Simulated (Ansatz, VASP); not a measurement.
**MgBe2Te2O: VASP beside Ansatz**

INCAR

```
SYSTEM = MgBe2Te2O
PREC = Accurate ; ENCUT = 520
EDIFF = 1E-6 ; ISMEAR = 0
SIGMA = 0.1 ; LREAL = .FALSE.
LASPH = .TRUE. ; NELM = 80
ALGO = Normal ; ISIF = 2
LWAVE = .FALSE. ; LCHARG = .FALSE.
GGA = PE ; NBANDS = 21
```

File KPOINTS:

```
regular mesh
0
G
  4 4 4
  0 0 0
```

POSCAR

```
MgBe2Te2O
1.0
    4.1513355000      0.0000000000      0.0000000000
    0.0000000000      4.1513355000      0.0000000000
    0.0000000000      0.0000000000      6.6514595200
Mg Be Te O
1 2 2 1
Direct
    0.0000000000      0.0000000000      0.6973040100
    0.5000000000      0.0000000000      0.9946200300
    0.0000000000      0.5000000000      0.9946200300
    0.5000000000      0.5000000000      0.8287479900
    0.0000000000      0.0000000000      0.1643839900
    0.5000000000      0.5000000000      0.3203240000
```

Input for Ansatz:

```yaml
crystal:
  lattice:
    - [4.1513355, 0.0, 0.0]
    - [0.0, 4.1513355, 0.0]
    - [0.0, 0.0, 6.65145952]
  atoms:
    - { symbol: Mg, position: [0.0, 0.0, 0.69730401] }
    - { symbol: Be, position: [0.5, 0.0, 0.99462003] }
    - { symbol: Be, position: [0.0, 0.5, 0.99462003] }
    - { symbol: Te, position: [0.5, 0.5, 0.82874799] }
    - { symbol: Te, position: [0.0, 0.0, 0.16438399] }
    - { symbol: O, position: [0.5, 0.5, 0.320324] }
basis:
  ecutwfc: 420
kpoints:
  mp_grid: { grid: [4, 4, 4] }
hamiltonian:
  xc: pbe
scf:
  occupations: { method: gaussian, width: 0.1 }
  lower_state_search: "off"
output:
  forces: true
  stress: true
  eigenvalues: true
```

Change from the starting cell: species swapped into the LaYMn2Si2 type (P4mm, No. 99).

Alike in both runs: task single point; functional PBE; k mesh 4 × 4 × 4; occupations gaussian, width 0.1 eV; no spin polarisation.

|  | VASP | Ansatz |
| --- | --- | --- |
| version | VASP 6.6.1 | Ansatz 0.2.0 |
| potentials or method | VASP PAW PBE potentials, release 64 (Mg, Be, Te, O), cutoff 520 eV | scalar-relativistic, plane waves, PAW |
| valence electrons in the cell | 24 | 52 |

```csv
,VASP,Ansatz,Ansatz less VASP
gap on the k mesh at the Fermi level (eV),none,none,-
pressure (GPa),6.6,6.4,-0.14
"traceless stress, the component that is largest in VASP (GPa)",-1.79,-1.68,+0.106
rms of the force components (eV/Å),1.146,1.134,-0.0121
```

Atom by atom the forces differ by 0.016 eV/Å (rms over components). A gap of «none» marks a metal or a gap that the smearing closes. The functional is the same, so the differences come from potentials, cutoffs and numerics. VASP's potentials hold 24 valence electrons a cell and Ansatz's 52, so a difference there can come from the potentials and not from the codes.

The k mesh is coarse, so the values compare programs but aren't converged. Spin-orbit coupling is off throughout.
